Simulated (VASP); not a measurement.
# W (C2/m) in VASP: notebook

W is run at these levels: LDA; tasks: single point.

Everything below comes from runs of VASP 6.6.1. Logs are shortened: lines on timing, memory, paths and dates and some standing lists are left out, and cuts for length are marked.

## (1) The cell of the first run

It takes space group C2/m (No. 12, monoclinic). The conventional cell has a = 3.973 Å, b = 3.973 Å, c = 3.973 Å, α = 90.00°, β = 90.00°, γ = 90.00°. W (site symmetry m) has 12 W at 2.66 to 2.96 Å within 3.5 Å.

## (2) Single point, LDA (atoms displaced along several vibrational modes)

INCAR reads:

```
PREC = Accurate
ENCUT = 520
EDIFF = 1E-6
ISMEAR = 0
SIGMA = 0.15
LREAL = False
LASPH = True
NELM = 100
ALGO = Fast
ISIF = 2
LWAVE = False
LCHARG = False
GGA = CA
NBANDS = 21
```

KPOINTS reads:

```
regular mesh
0
Gamma
  16 16 12
```

POSCAR reads:

```
W
1.0
    0.0000000000     -1.9862702900     -1.9862702900
    0.0000000000      1.9862702900     -1.9862702900
    3.9725405800      0.0000000000      0.0000000000
W
2
Direct
    0.5203396286      0.4796603714      0.4931529963
   -0.0203396286      0.0203396286      0.0068470037
```

Potentials or basis: VASP PAW LDA potentials, release 64 (W_sv).

Run with:

```console
cat potpaw_LDA.64/W_sv/POTCAR > POTCAR
mpirun -np 1 vasp_std > vasp.out
```

OUTCAR:

```text
PREC = Accurate
   ENCUT = 520
   EDIFF = 1E-6
   ISMEAR = 0
   LREAL = False
   LASPH = True
   NELM = 100
   ISIF = 2
   GGA = CA

 ion  position               nearest neighbor table
   1  0.520  0.480  0.493-   2 2.66   2 2.74   2 2.78   2 2.78   2 2.85   2 2.85   2 2.89   2 2.96

   2  0.980  0.020  0.007-   1 2.66   1 2.74   1 2.78   1 2.78   1 2.85   1 2.85   1 2.89   1 2.96

  LATTYP: Found a simple tetragonal cell.
 ALAT       =     2.8090103827
 C/A-ratio  =     1.4142135624

  Lattice vectors:

 A1 = (   0.0000000000,  -1.9862702900,  -1.9862702900)
 A2 = (   0.0000000000,   1.9862702900,  -1.9862702900)
 A3 = (   3.9725405800,   0.0000000000,   0.0000000000)

Analysis of symmetry for initial positions (statically):
=====================================================================
 Subroutine PRICEL returns:
 Original cell was already a primitive cell.

 Routine SETGRP: Setting up the symmetry group for a
 simple tetragonal supercell.

 Subroutine GETGRP returns: Found  4 space group operations
 (whereof  2 operations were pure point group operations)
 out of a pool of 16 trial point group operations.

The static configuration has the point symmetry C_1h.
 The point group associated with its full space group is C_2h.

Analysis of symmetry for dynamics (positions and initial velocities):
=====================================================================
 Subroutine PRICEL returns:
 Original cell was already a primitive cell.

 Routine SETGRP: Setting up the symmetry group for a
 simple tetragonal supercell.

 Subroutine GETGRP returns: Found  4 space group operations
 (whereof  2 operations were pure point group operations)
 out of a pool of 16 trial point group operations.

The dynamic configuration has the point symmetry C_1h.
 The point group associated with its full space group is C_2h.

 Subroutine INISYM returns: Found  4 space group operations
 (whereof  2 operations are pure point group operations),
 and found     1 'primitive' translations

----------------------------------------------------------------------------------------

                                     Primitive cell

  volume of cell :      31.3455

  direct lattice vectors                    reciprocal lattice vectors
     0.000000000 -1.986270290 -1.986270290     0.000000000 -0.251728077 -0.251728077
     0.000000000  1.986270290 -1.986270290     0.000000000  0.251728077 -0.251728077
     3.972540580  0.000000000  0.000000000     0.251728077  0.000000000  0.000000000

  length of vectors
     2.809010383  2.809010383  3.972540580     0.355997260  0.355997260  0.251728077

  position of ions in fractional coordinates (direct lattice)
     0.520339629  0.479660371  0.493152996
     0.979660371  0.020339629  0.006847004

  ion indices of the primitive-cell ions
   primitive index   ion index
                 1           1
                 2           2

----------------------------------------------------------------------------------------

 KPOINTS: regular mesh

Automatic generation of k-mesh.
 Grid dimensions read from file:
 generate k-points for:   16   16   12

 Generating k-lattice:

  Cartesian coordinates                     Fractional coordinates (reciprocal lattice)
     0.000000000 -0.015733005 -0.015733005     0.062500000  0.000000000  0.000000000
     0.000000000  0.015733005 -0.015733005     0.000000000  0.062500000  0.000000000
     0.020977340  0.000000000  0.000000000     0.000000000  0.000000000  0.083333333

  Length of vectors
     0.022249829  0.022249829  0.020977340

  Shift w.r.t. Gamma in fractional coordinates (k-lattice)
     0.000000000  0.000000000  0.000000000

 Subroutine IBZKPT returns following result:
 ===========================================

 Found    826 irreducible k-points:

 Following reciprocal coordinates:
            Coordinates               Weight
  0.000000  0.000000  0.000000      1.000000
  0.062500  0.000000  0.000000      4.000000
  0.125000  0.000000  0.000000      4.000000
  0.187500  0.000000  0.000000      4.000000
  0.250000  0.000000  0.000000      4.000000
  0.312500  0.000000  0.000000      4.000000
[... 16 lines left out ...]
 -0.062500  0.437500  0.000000      4.000000
  0.500000  0.062500  0.000000      4.000000
 [... further k-points ...]
   k-points           NKPTS =    826   k-points in BZ     NKDIM =    826   number of bands    NBANDS=     21
   number of dos      NEDOS =    301   number of ions     NIONS =      2
   total plane-waves  NPLWV =  17280
   dimension x,y,z NGX =    24 NGY =   24 NGZ =   30
   dimension x,y,z NGXF=    48 NGYF=   48 NGZF=   60
   ions per type =               2
   NGX,Y,Z   is equivalent  to a cutoff of  14.20, 14.20, 12.55 a.u.
   NGXF,Y,Z  is equivalent  to a cutoff of  28.41, 28.41, 25.11 a.u.
 SYSTEM =  unknown system
   PREC   = accura    normal or accurate (medium, high low for compatibility)
   ISTART =      0    job   : 0-new  1-cont  2-samecut
   ICHARG =      2    charge: 1-file 2-atom 10-const
   ISPIN  =      1    spin polarized calculation?
   LNONCOLLINEAR =      F non collinear calculations
   LSORBIT =      F    spin-orbit coupling
   LASPH  =      T    aspherical Exc in radial PAW
   ENCUT  =  520.0 eV  38.22 Ry    6.18 a.u.   5.22  5.22  7.39*2*pi/ulx,y,z
   NELM   =    100;   NELMIN=  2; NELMDL= -5     # of ELM steps
   EDIFF  = 0.1E-05   stopping-criterion for ELM
   LREAL  =      F    real-space projection
   EDIFFG = 0.1E-04   stopping-criterion for IOM
   NSW    =      0    number of steps for IOM
   IBRION =     -1    ionic relax: 0-MD 1-quasi-New 2-CG
   NFREE  =      0    steps in history (QN), initial steepest desc. (CG)
   ISIF   =      2    stress and relaxation
   ISYM   =      2    0-nonsym 1-usesym 2-fastsym
   POTIM  = 0.5000    time-step for ionic-motion
   TEBEG  =    0.0;   TEEND  =   0.0 temperature during run
   PSTRESS=    0.0 pullay stress
   NELECT =      28.0000    total number of electrons
   NUPDOWN=      -1.0000    fix difference up-down
   EMIN   =  10.00;   EMAX   =-10.00  energy-range for DOS
   EFERMI =   0.00;   METHOD = LEGACY
   ISMEAR =     0;   SIGMA  =   0.15  broadening in eV -4-tet -1-fermi 0-gaus
   EFERMI_NEDOS =   21; number of points for ismear=-14 and -15
   IALGO  =     68    algorithm
   IMIX   =      4    mixing-type and parameters
     AMIX     =   0.40;   BMIX     =  1.00
     AMIX_MAG =   1.60;   BMIX_MAG =  1.00
  volume/ion in A,a.u.               =      15.67       105.76
  Fermi-wavevector in a.u.,A,eV,Ry     =   1.576652  2.979440 33.821789  2.485831
  Thomas-Fermi vector in A             =   2.677453
   LORBIT       =      0    0 simple, 1 ext, 2 COOP (PROOUT), +10 PAW based schemes
   GGA     = CA    functional components
   LHFCALC =     F    Hartree Fock is set to
   AEXX    =    0.0000 exact exchange contribution
   IVDW    =     0    specifies the selected vdW correction
   LEPSILON=     F    determine dielectric tensor
   LRPA    =     F    only Hartree local field effects (RPA)
 non-spin polarized calculation
 RMM-DIIS sequential band-by-band and
 Gauss-broadening in eV      SIGMA  =   0.15
  energy-cutoff  :      520.00
  volume of cell :       31.35
 maximum number of plane-waves:       888
 NGX is ok and might be reduce to    24
   NGX = 11   NGY = 11   NGZ = 15

 number of electron      28.0000007 magnetization

 Free energy of the ion-electron system (eV)
  ---------------------------------------------------
  ext. energy  EPLUGINS =         0.00000000
  ---------------------------------------------------
  free energy    TOTEN  =       -27.16316750 eV

  energy without entropy =      -27.13815111  energy(sigma->0) =      -27.15065931

 E-fermi :  11.0167     XC(G=0): -13.8725

 val. band max:       11.0165616457   @ k =  -0.0625   0.2500   0.4167
 cond. band min:      11.0167597006   @ k =  -0.2500  -0.1250   0.0833
 fundamental gap:      0.0001980548
 Fermi energy:        11.0166703434

 k-point     1 :       0.0000    0.0000    0.0000
  band No.  band energies     occupation
      1     -62.1226      2.00000
      2     -61.9310      2.00000
      3     -27.2337      2.00000
      4     -26.4364      2.00000
      5     -26.4236      2.00000
      6     -25.9502      2.00000
[... 13 lines left out ...]
     20      17.1698      0.00000
     21      23.3877      0.00000

 k-point     2 :       0.0625    0.0000    0.0000
  band No.  band energies     occupation
      1     -62.1192      2.00000
      2     -61.9310      2.00000
      3     -27.2199      2.00000
      4     -26.4563      2.00000
      5     -26.4223      2.00000
      6     -25.9762      2.00000
[... 13 lines left out ...]
     20      17.6865      0.00000
     21      22.6347      0.00000

 k-point     3 :       0.1250    0.0000    0.0000
  band No.  band energies     occupation
      1     -62.1093      2.00000
      2     -61.9311      2.00000
      3     -27.1791      2.00000
      4     -26.5253      2.00000
      5     -26.4046      2.00000
      6     -26.0699      2.00000
[... 13 lines left out ...]
     20      18.9585      0.00000
     21      21.3887      0.00000

 k-point     4 :       0.1875    0.0000    0.0000
  band No.  band energies     occupation
      1     -62.0938      2.00000
      2     -61.9320      2.00000
      3     -27.1142      2.00000
      4     -26.6260      2.00000
      5     -26.3785      2.00000
      6     -26.2109      2.00000
[... 13 lines left out ...]
     20      20.1831      0.00000
     21      20.4366      0.00000

 k-point     5 :       0.2500    0.0000    0.0000
  band No.  band energies     occupation
      1     -62.0744      2.00000
      2     -61.9342      2.00000
      3     -27.0298      2.00000
      4     -26.7387      2.00000
      5     -26.4108      2.00000
      6     -26.3108      2.00000
[... 13 lines left out ...]
     20      19.2216      0.00000
     21      21.9827      0.00000

 k-point     6 :       0.3125    0.0000    0.0000
  band No.  band energies     occupation
      1     -62.0527      2.00000
      2     -61.9385      2.00000
      3     -26.9360      2.00000
      4     -26.8407      2.00000
      5     -26.5693      2.00000
      6     -26.2780      2.00000
[... 13 lines left out ...]
     20      18.6512      0.00000
     21      23.5336      0.00000

 k-point     7 :       0.3750    0.0000    0.0000
  band No.  band energies     occupation
      1     -62.0314      2.00000
      2     -61.9451      2.00000
      3     -26.9261      2.00000
      4     -26.8480      2.00000
      5     -26.6959      2.00000
      6     -26.2333      2.00000
[... 13 lines left out ...]
     20      18.5274      0.00000
     21      24.1010      0.00000
[... 291 lines left out ...]
      1     -62.0290      2.00000
      2     -61.9441      2.00000
      3     -26.9280      2.00000
      4     -26.8434      2.00000
      5     -26.6991      2.00000
      6     -26.2575      2.00000
[... 13 lines left out ...]
     20      18.6573      0.00000
     21      24.1108      0.00000

 k-point    21 :      -0.0625    0.3750    0.0000
  band No.  band energies     occupation
      1     -62.0289      2.00000
      2     -61.9443      2.00000
      3     -26.9265      2.00000
      4     -26.8444      2.00000
      5     -26.6991      2.00000
      6     -26.2550      2.00000
[... 13 lines left out ...]
     20      18.6814      0.00000
     21      24.0177      0.00000

 k-point    22 :       0.4375    0.0625    0.0000
  band No.  band energies     occupation
      1     -62.0115      2.00000
      2     -61.9518      2.00000
      3     -26.9620      2.00000
      4     -26.8877      2.00000
      5     -26.6770      2.00000
      6     -26.3048      2.00000
[... 13 lines left out ...]
     20      18.6371      0.00000
     21      23.6287      0.00000

 k-point    23 :      -0.0625    0.4375    0.0000
  band No.  band energies     occupation
      1     -62.0114      2.00000
      2     -61.9519      2.00000
      3     -26.9610      2.00000
      4     -26.8888      2.00000
      5     -26.6762      2.00000
      6     -26.3059      2.00000
[... 13 lines left out ...]
     20      18.6564      0.00000
     21      23.5950      0.00000

 k-point    24 :       0.5000    0.0625    0.0000
  band No.  band energies     occupation
      1     -62.0038      2.00000
      2     -61.9561      2.00000
      3     -26.9493      2.00000
      4     -26.9462      2.00000
      5     -26.6377      2.00000
      6     -26.3467      2.00000
[... 13 lines left out ...]
     20      18.4914      0.00000
     21      23.5480      0.00000

 [... further k-points ...]
[... 5 lines left out ...]
  --------------------------------------------------------------------------------------
  -------------------------------------------------------------------------------------
  Total        0.8281770      0.3688774      1.0615186     -0.3569299      0.0000000      0.0000000
  in kB       42.3310202     18.8546119     54.2579213    -18.2439321      0.0000000      0.0000000
  external PRESSURE =      38.4811845 kB  Pullay stress =       0.0000000 kB

 VOLUME and BASIS-vectors are now :
 -----------------------------------------------------------------------------
  energy-cutoff  :      520.00
  volume of cell :       31.35
      direct lattice vectors                 reciprocal lattice vectors
     0.000000000 -1.986270290 -1.986270290     0.000000000 -0.251728077 -0.251728077
     0.000000000  1.986270290 -1.986270290     0.000000000  0.251728077 -0.251728077
     3.972540580  0.000000000  0.000000000     0.251728077  0.000000000  0.000000000

 POSITION                                       TOTAL-FORCE (eV/Angst)
 -----------------------------------------------------------------------------------
      1.95907     -0.08080     -1.98627         0.823755      0.589430      0.000000
      0.02720     -1.90547     -1.98627        -0.823755     -0.589430      0.000000
 -----------------------------------------------------------------------------------
    total drift:                               -0.000000      0.000000     -0.000000

  FREE ENERGIE OF THE ION-ELECTRON SYSTEM (eV)
  ---------------------------------------------------
  free  energy   TOTEN  =       -27.1631674999 eV

  energy  without entropy=      -27.1381511116  energy(sigma->0) =      -27.15065931
```

Wall time 4.2 min (1 thread of Intel Xeon Platinum 8488C (Sapphire Rapids), shared host); peak memory 0.49 GiB.

Results:

```
Free energy            : -27.1632 eV
Pressure               : 3.8 GPa
Largest force          : 1.013 eV/Å
Band gap on the k mesh : zero (bands 14 and 15 overlap by 3.91 eV)
```

Forces in eV/Å, atoms in the order of the input:
```
W    0.824  0.589  0.000
W   -0.824 -0.589  0.000
```

Stress tensor (GPa, compression positive):
```
 4.23 -1.82  0.00
-1.82  1.89  0.00
 0.00  0.00  5.43
```

Caveat: the cell differs from its parent crystal (atoms displaced along several vibrational modes); the cell stands under pressure; spin-orbit coupling is left out, which moves the levels of the heavy elements; forces of over 1 eV/Å act on the atoms, so gaps and moduli don't describe the material at rest.

## (3) Single point, LDA (atoms displaced along several vibrational modes)

INCAR reads:

```
PREC = Accurate ; ENCUT = 520
EDIFF = 1E-7 ; ISMEAR = 0
SIGMA = 0.15 ; LREAL = F
LASPH = T ; NELM = 80
ALGO = Fast ; ISIF = 2
LWAVE = F ; LCHARG = F
GGA = CA ; NBANDS = 21
```

KPOINTS reads:

```
Automatic mesh
0
Gamma
  16 16 12
```

POSCAR reads:

```
W
1.0
    0.0000000000     -1.9862702900     -1.9862702900
    0.0000000000      1.9862702900     -1.9862702900
    3.9725405800      0.0000000000      0.0000000000
W
2
Direct
    0.5406792572      0.4593207428      0.4931529963
   -0.0406792572      0.0406792572      0.0068470037
```

Potentials or basis: VASP PAW LDA potentials, release 64 (W_sv).

Run with:

```console
cat potpaw_LDA.64/W_sv/POTCAR > POTCAR
mpirun -np 1 vasp_std > vasp.out
```

It took 5.6 min on 1 thread of Intel Xeon Platinum 8488C (Sapphire Rapids), shared host; peak memory 0.49 GiB.

The run converged. Its results:

```
Free energy            : -27.0177 eV
Pressure               : 8.6 GPa
Largest force          : 1.421 eV/Å
Band gap on the k mesh : zero (bands 14 and 15 overlap by 3.88 eV)
```

Forces in eV/Å, atoms in the order of the input:
```
W    0.709  1.232  0.000
W   -0.709 -1.232  0.000
```

Stress tensor (GPa, compression positive):
```
12.87 -2.03  0.00
-2.03  1.95  0.00
 0.00  0.00 10.89
```

Levels at points of the mesh, in eV from the Fermi level:
```
           k point  band 11  band 12  band 13  band 14  band 15  band 16  band 17  band 18
(0.00, 0.00, 0.00)    -4.73    -1.11    -0.76    -0.33     2.10     2.97     3.60     4.88
(0.50, 0.00, 0.00)    -2.94    -2.66    -1.74    -1.37     0.81     1.29     1.69     3.64
(0.50, 0.50, 0.00)    -4.89    -4.60     2.41     3.42     4.94     5.16     5.87     6.09
(0.00, 0.00, 0.50)    -3.67    -3.33    -0.88    -0.32     1.86     2.02     2.06     2.29
(0.50, 0.00, 0.50)    -1.36    -1.35    -0.66    -0.57     0.96     1.00     4.57     4.66
(0.50, 0.50, 0.50)    -2.29    -2.13    -2.00    -1.86     1.74     1.81     6.05     6.12
```

Caveat: the cell differs from its parent crystal (atoms displaced along several vibrational modes); the stress differs along the axes, from 2 to 13 GPa; spin-orbit coupling is left out, which moves the levels of the heavy elements; forces of over 1 eV/Å act on the atoms, so gaps and moduli don't describe the material at rest.

## (4) Single point, LDA (atoms displaced along several vibrational modes)

INCAR reads:

```
ALGO = Fast
EDIFF = 1E-6
ENCUT = 520
ISIF = 2
ISMEAR = 0
LASPH = T
LCHARG = F
LREAL = F
LWAVE = F
NBANDS = 21
NELM = 80
PREC = Accurate
SIGMA = 0.15
```

KPOINTS reads:

```
k-points
0
Gamma
  16 16 12
```

POSCAR reads:

```
W
1.0
    0.0000000000     -1.9862702900     -1.9862702900
    0.0000000000      1.9862702900     -1.9862702900
    3.9725405800      0.0000000000      0.0000000000
W
2
Direct
    0.5406792572      0.4593207428      0.4863059926
   -0.0406792572      0.0406792572      0.0136940074
```

Run with:

```console
cat potpaw_LDA.64/W_sv/POTCAR > POTCAR
mpirun -np 1 vasp_std > vasp.out
```

Wall time 4.9 min (1 thread of Intel Xeon Platinum 8488C (Sapphire Rapids), shared host); peak memory 0.49 GiB.

It converged, with:

| Item | Value |
| --- | --- |
| Free energy | -26.9609 eV |
| Pressure | 10.0 GPa |
| Largest force | 1.826 eV/Å |
| Band gap on the k mesh | zero (bands 14 and 15 overlap by 4.00 eV) |

Forces in eV/Å, atoms in the order of the input:
```
W    1.372  1.204  0.000
W   -1.372 -1.204  0.000
```

Stress tensor (GPa, compression positive):
```
11.74 -3.51  0.00
-3.51  4.99  0.00
 0.00  0.00 13.29
```

Levels at points of the mesh, in eV from the Fermi level:
| k point | band 11 | band 12 | band 13 | band 14 | band 15 | band 16 | band 17 | band 18 |
| --- | --- | --- | --- | --- | --- | --- | --- | --- |
| (0.00, 0.00, 0.00) | -4.78 | -1.17 | -0.78 | -0.28 | 1.96 | 2.90 | 3.85 | 4.85 |
| (0.50, 0.00, 0.00) | -2.97 | -2.57 | -1.94 | -1.21 | 0.73 | 1.11 | 1.91 | 3.71 |
| (0.50, 0.50, 0.00) | -4.89 | -4.59 | 2.41 | 3.42 | 4.83 | 5.22 | 5.84 | 6.00 |
| (0.00, 0.00, 0.50) | -3.87 | -3.18 | -1.17 | -0.09 | 1.85 | 1.95 | 2.12 | 2.41 |
| (0.50, 0.00, 0.50) | -1.41 | -1.39 | -0.71 | -0.52 | 0.94 | 1.03 | 4.53 | 4.68 |
| (0.50, 0.50, 0.50) | -2.43 | -2.25 | -1.86 | -1.71 | 1.72 | 1.87 | 6.00 | 6.13 |

Caveat: the cell differs from its parent crystal (atoms displaced along several vibrational modes); the stress differs along the axes, from 5 to 13 GPa; spin-orbit coupling is left out, which moves the levels of the heavy elements; forces of over 1 eV/Å act on the atoms, so gaps and moduli don't describe the material at rest.

## (5) Summary

```tsv
cell	further INCAR settings	gap on the mesh (eV)	pressure (GPa)	largest force (eV/Å)
as given, atomic positions A	ALGO = Fast; EDIFF = 1e-06; NBANDS = 21	none	3.8	1.01
as given, atomic positions B	ALGO = Fast; EDIFF = 1e-07; NBANDS = 21	none	8.6	1.42
as given, atomic positions C	ALGO = Fast; EDIFF = 1e-06; NBANDS = 21	none	10.0	1.83
```

Alike in all rows: task single point; level LDA; potentials or basis VASP PAW LDA potentials, release 64 (W_sv); no spin polarisation; k mesh 16 × 16 × 12; cutoff (eV) 520; smearing gaussian 0.15 eV.

Caveats: spin-orbit coupling is left out, which moves the levels of the heavy elements; forces of over 1 eV/Å act on the atoms, so gaps and moduli don't describe the material at rest; the cell stands under pressure (at least some runs); the stress differs along the axes, from 2 to 13 GPa (at least some runs); the stress differs along the axes, from 5 to 13 GPa (at least some runs).

Total energies depend on the potentials used, so only differences within one code and one set of settings carry meaning.
